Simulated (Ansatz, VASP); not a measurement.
One calculation of W, two programs

```xyz
1
Lattice="-1.5918 1.5918 1.5918 1.5918 -1.5918 1.5918 1.5918 1.5918 -1.5918" Properties=species:S:1:pos:R:3 pbc="T T T"
W     0.0000    0.0000    0.0000
```

Alike in both runs: functional PBE; k mesh 18 × 18 × 18; occupations gaussian, width 0.1 eV; no spin polarisation.

Ansatz relaxed the structure, and its values are those at the end. VASP's run is a single point on that final structure, the one shown.

|  | VASP | Ansatz |
| --- | --- | --- |
| version | VASP 6.6.1 | Ansatz 0.2.0 |
| potentials or method | VASP PAW PBE potentials, release 64 (W_sv), cutoff 520 eV | scalar-relativistic, plane waves, PAW |
| valence electrons in the cell | 14 | 14 |

```tsv
	VASP	Ansatz	Ansatz less VASP
gap on the k mesh at the Fermi level (eV)	none	none	-
pressure (GPa)	0.5	0.0	-0.50
```

A gap of «none» marks a metal or a gap that the smearing closes.

Neither program's run includes spin-orbit coupling.
